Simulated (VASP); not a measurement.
Here is a VASP 6.6.1 calculation.

File INCAR:

```
SYSTEM = Sb
  PREC = Accurate
  ENCUT = 500
  EDIFF = 1E-6
  ISMEAR = 0
  SIGMA = 0.1
  LREAL = .False.
  LASPH = .True.
  NELM = 120
  ALGO = Normal
  ISIF = 2
  LWAVE = .False.
  LCHARG = .False.
  GGA = PS
  NBANDS = 8
  GGA_COMPAT = .False.
```

The input KPOINTS:

```
regular mesh
0
Gamma
  10 10 10
  0 0 0
```

The input POSCAR:

```
Sb
1.0
    0.0000000000      2.3579839808      2.3579839808
    2.3579839808      0.0000000000      2.3579839808
    2.3579839808      2.3579839808      0.0000000000
Sb
1
Direct
    0.0000000000      0.0000000000      0.0000000000
```

Potentials or basis: VASP PAW PBE potentials, release 64 (Sb).

Launch:

```sh
$ cat potpaw_PBE.64/Sb/POTCAR > POTCAR
$ mpirun -np 1 vasp_std > vasp.out
```

**Question.** Estimate the band gap on the k mesh.

**Answer.** Zero (an odd number of electrons rules out a gap without spin polarisation).

**Question.** Predict the pressure.

**Answer.** -0.2 GPa.

Caveat: the PAW data sets were made with another functional, which shifts forces and pressure a little; spin-orbit coupling is left out, which moves the levels of the heavy elements.
